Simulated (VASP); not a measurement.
Runs of VASP 6.6.1 on ScAl3. The structure is that of space group Pm-3m (No. 221), or close to it. The cells are those of the table. 

```tsv
cell	gap on the mesh (eV)	pressure (GPa)
a = 4.234, b = 4.031, c = 4.031 Å, 4 atoms	none	-1.4
a = 4.153, b = 4.153, c = 4.036 Å, 4 atoms	none	(c)
a = 3.990, b = 3.990, c = 4.120 Å, 4 atoms	none	3.0
a = 4.153, b = 4.051, c = 4.051 Å, 4 atoms	none	-0.8
a = 4.153, b = 4.153, c = 4.022 Å, 4 atoms	none	-2.2
a = 4.153, b = 4.058, c = 4.058 Å, 4 atoms	none	(a)
a = 4.234, b = 4.234, c = 3.996 Å, 4 atoms	none	(b)
a = 3.990, b = 4.092, c = 4.092 Å, 4 atoms	none	1.1
a = 4.234, b = 4.047, c = 4.047 Å, 4 atoms	none	-2.1
```

Alike in all rows: level PBEsol; potentials or basis VASP PAW PBE potentials, release 64 (Sc_sv, Al); no spin polarisation; cutoff (eV) 520.

Task: Estimate the missing entries.

Result: (a) -1.0; (b) -4.5; (c) -2.5.

Caveats: the PAW data sets were made with another functional, which shifts forces and pressure a little; the stress differs along the axes, from -6 to 1 GPa (at least some runs); the stress differs along the axes, from -1 to 5 GPa (at least some runs); the stress differs along the axes, from -7 to 0 GPa (at least some runs); the stress differs along the axes, from -6 to 0 GPa (at least some runs).

A gap of «none» marks levels without a gap at the run's occupations.
